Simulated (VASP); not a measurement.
# V (Fm-3m) in VASP: a series of runs, part 2 of 2

VASP 6.6.1. The steps go on from the part before.

### 4 Single point, PBE (volume scaled by 0.97)

INCAR

```
PREC = Accurate
ENCUT = 520
EDIFF = 1E-6
ISMEAR = 0
SIGMA = 0.1
LREAL = False
LASPH = True
NELM = 80
ALGO = Normal
ISIF = 2
LWAVE = False
LCHARG = False
GGA = PE
NBANDS = 12
```

KPOINTS

```
regular mesh
0
Gamma
  18 18 18
```

POSCAR

```
V
1.0
    0.0000000000      1.8890014970      1.8890014970
    1.8890014970      0.0000000000      1.8890014970
    1.8890014970      1.8890014970      0.0000000000
V
1
Direct
    0.0000000000      0.0000000000      0.0000000000
```

Potentials or basis: VASP PAW PBE potentials, release 64 (V_sv).

Started as:

```sh
$ cat potpaw_PBE.64/V_sv/POTCAR > POTCAR
$ mpirun -np 1 vasp_std > vasp.out
```

OUTCAR:

```text
PREC = Accurate
   ENCUT = 520
   EDIFF = 1E-6
   ISMEAR = 0
   LREAL = False
   LASPH = True
   NELM = 80
   ISIF = 2
   GGA = PE

 ion  position               nearest neighbor table
   1  0.000  0.000  0.000-

  LATTYP: Found a face centered cubic cell.
 ALAT       =     3.7780029940

  Lattice vectors:

 A1 = (   0.0000000000,   1.8890014970,   1.8890014970)
 A2 = (   1.8890014970,   0.0000000000,   1.8890014970)
 A3 = (   1.8890014970,   1.8890014970,   0.0000000000)

Analysis of symmetry for initial positions (statically):
=====================================================================
 Subroutine PRICEL returns:
 Original cell was already a primitive cell.

 Routine SETGRP: Setting up the symmetry group for a
 face centered cubic supercell.

 Subroutine GETGRP returns: Found 48 space group operations
[... 9 lines left out ...]

 Routine SETGRP: Setting up the symmetry group for a
 face centered cubic supercell.

 Subroutine GETGRP returns: Found 48 space group operations
[... 11 lines left out ...]
                                     Primitive cell

  volume of cell :      13.4811

  direct lattice vectors                    reciprocal lattice vectors
     0.000000000  1.889001497  1.889001497    -0.264690103  0.264690103  0.264690103
[... 137 lines left out ...]
 Fermi energy:        10.0166396516

 k-point     1 :       0.0000    0.0000    0.0000
  band No.  band energies     occupation
      1     -54.0273      2.00000
      2     -27.3374      2.00000
      3     -27.3374      2.00000
      4     -27.3374      2.00000
      5       3.1145      2.00000
      6      10.1825      0.01900
      7      10.1825      0.01900
      8      10.1825      0.01900
      9      11.9964      0.00000
     10      11.9964      0.00000
     11      27.8279      0.00000
     12      33.1542      0.00000
[... 331 lines left out ...]
 k-point    24 :      -0.2222    0.0556    0.0000
  band No.  band energies     occupation
      1     -53.9377      2.00000
      2     -27.7697      2.00000
      3     -27.4204      2.00000
      4     -27.3819      2.00000
      5       5.1306      2.00000
      6       9.3914      2.00000
      7      10.4567      0.00000
      8      10.5561      0.00000
      9      11.7957      0.00000
     10      12.3407      0.00000
     11      25.3977      0.00000
     12      28.5626      0.00000

 [... further k-points ...]
[... 5 lines left out ...]
  --------------------------------------------------------------------------------------
  -------------------------------------------------------------------------------------
  Total        0.4933338      0.4933338      0.4933338      0.0000000     -0.0000000      0.0000000
  in kB       58.6306292     58.6306292     58.6306292      0.0000000     -0.0000000      0.0000000
  external PRESSURE =      58.6306292 kB  Pullay stress =       0.0000000 kB

 VOLUME and BASIS-vectors are now :
 -----------------------------------------------------------------------------
  energy-cutoff  :      520.00
  volume of cell :       13.48
      direct lattice vectors                 reciprocal lattice vectors
     0.000000000  1.889001497  1.889001497    -0.264690103  0.264690103  0.264690103
     1.889001497  0.000000000  1.889001497     0.264690103 -0.264690103  0.264690103
     1.889001497  1.889001497  0.000000000     0.264690103  0.264690103 -0.264690103

 POSITION                                       TOTAL-FORCE (eV/Angst)
 -----------------------------------------------------------------------------------
      0.00000      0.00000      0.00000        -0.000000      0.000000      0.000000
 -----------------------------------------------------------------------------------
    total drift:                                0.000000     -0.000000      0.000000

  FREE ENERGIE OF THE ION-ELECTRON SYSTEM (eV)
  ---------------------------------------------------
  free  energy   TOTEN  =        -8.7458739302 eV

  energy  without entropy=       -8.7372300835  energy(sigma->0) =       -8.74155201
```

OSZICAR:

```text
N       E                     dE             d eps       ncg     rms          rms(c)
DAV:   1     0.918297532347E+02    0.91830E+02   -0.70115E+03  4700   0.118E+03
DAV:   2    -0.881556786059E+01   -0.10065E+03   -0.97702E+02  4760   0.332E+02
DAV:   3    -0.101166438365E+02   -0.13011E+01   -0.12977E+01  5300   0.439E+01
DAV:   4    -0.101232932753E+02   -0.66494E-02   -0.66493E-02  5152   0.335E+00
DAV:   5    -0.101233733440E+02   -0.80069E-04   -0.80069E-04  5324   0.345E-01    0.181E+01
DAV:   6    -0.877561813847E+01    0.13478E+01   -0.30796E+00  4940   0.289E+01    0.170E+00
DAV:   7    -0.875504491969E+01    0.20573E-01   -0.40293E-02  5112   0.201E+00    0.891E-01
DAV:   8    -0.874581359356E+01    0.92313E-02   -0.50649E-03  4948   0.103E+00    0.561E-02
DAV:   9    -0.874586861450E+01   -0.55021E-04   -0.10744E-04  5168   0.150E-01    0.199E-02
DAV:  10    -0.874587362426E+01   -0.50098E-05   -0.53139E-06  5060   0.271E-02    0.423E-03
DAV:  11    -0.874587393016E+01   -0.30589E-06   -0.59294E-07  2724   0.126E-02
   1 F= -.87458739E+01 E0= -.87415520E+01  d E =-.864385E-02
```

stdout:

```text
POSCAR found type information on POSCAR V
 POSCAR found :  1 types and       1 ions
 scaLAPACK will be used
 LDA part: xc-table for (Slater+PW92), standard interpolation
 POSCAR, INCAR and KPOINTS ok, starting setup
 FFT: planning ... GRIDC
 FFT: planning ... GRID_SOFT
 FFT: planning ... GRID
 WAVECAR not read
 entering main loop
```

It took 17 s on 1 thread of Intel Xeon 6975P-C, shared host; peak memory 0.14 GiB.

What came out:

- Free energy: -8.7459 eV
- Pressure: 5.9 GPa

Levels at points of the mesh, in eV from the Fermi level:
```tsv
k point	band 4	band 5	band 6	band 7	band 8	band 9
(0.00, 0.00, 0.00)	-37.35	-6.90	0.17	0.17	0.17	1.98
(0.50, 0.00, 0.00)	-37.47	-3.41	0.04	0.04	0.87	3.19
(0.50, 0.50, 0.00)	-37.67	-3.59	-2.72	3.18	3.51	3.51
```

### 5 Summary

| cell | gap on the mesh (eV) | pressure (GPa) |
| --- | --- | --- |
| a = 2.615 Å, angles 60.0°, 1 atom | none | 20.2 |
| a = 2.644 Å, angles 60.0°, 1 atom | none | 12.5 |
| a = 2.671 Å, angles 60.0°, 1 atom | none | 5.9 |

Alike in all rows: task single point; level PBE; potentials or basis VASP PAW PBE potentials, release 64 (V_sv); no spin polarisation; k mesh 18 × 18 × 18; cutoff (eV) 520; smearing gaussian 0.1 eV.

Absolute energies hang on the potentials; compare differences alone.
